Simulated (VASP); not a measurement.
## CdS: single point with LDA

CdS:

```
CELL_PARAMETERS angstrom
3.96236 0.00000 0.00000
0.00000 5.60186 0.00000
0.00000 0.00000 3.96202
ATOMIC_POSITIONS crystal
Cd 0.50000 0.50000 0.24303
Cd 0.00000 0.00000 0.75697
S 0.50000 0.00000 0.25516
S 0.00000 0.50000 0.74484
```

* Program: VASP 6.6.1
* Task: single point
* Functional: LDA
* Potentials or basis: VASP PAW LDA potentials, release 64 (Cd, S)
* Cutoff: 500 eV
* k mesh: 6 × 4 × 6
* Occupations: fermi-dirac, width 0.1 eV
* Spin: no spin polarisation
* Dipole correction: no
* Further INCAR settings: ALGO = Normal; EDIFF = 1e-06; NBANDS = 26

| Item | Value |
| --- | --- |
| Pressure | -9.1 GPa |
| Largest force | 0.041 eV/Å |
| Band gap on the k mesh | 0.01 eV |

Forces in eV/Å, atoms in the order of the input:
```
Cd   0.000  0.000  0.017
Cd   0.000  0.000 -0.017
S    0.000  0.000 -0.041
S    0.000  0.000  0.041
```

Levels at points of the mesh, in eV from the valence-band top:
```csv
k point,band 16,band 17,band 18,band 19,band 20,band 21
"(0.00, 0.00, 0.00)",-0.62,-0.62,-0.61,0.02,0.39,6.03
"(0.50, 0.00, 0.00)",-2.09,-0.12,-0.12,4.14,4.14,4.97
"(0.00, 0.50, 0.00)",-1.23,-1.23,-1.23,2.69,2.69,6.17
"(0.50, 0.50, 0.00)",0.00,0.00,0.00,3.37,3.37,5.75
"(0.00, 0.00, 0.50)",-2.08,-0.13,-0.11,4.13,4.14,4.97
"(0.50, 0.00, 0.50)",-1.90,-1.90,-1.90,0.01,0.01,6.03
"(0.00, 0.50, 0.50)",0.00,0.00,0.00,3.37,3.37,5.76
"(0.50, 0.50, 0.50)",-2.91,-2.72,-2.72,3.04,3.04,6.37
```

Wall time 46 s on 1 thread of AMD EPYC 9R45 96-Core Processor (Zen 5), with other jobs on the host, peak memory 0.18 GiB.

Caveat: the cell stands under tension; the smearing spreads over this small gap; semilocal functionals underestimate gaps, and a narrow one can read as zero. A k mesh can miss the band edges.
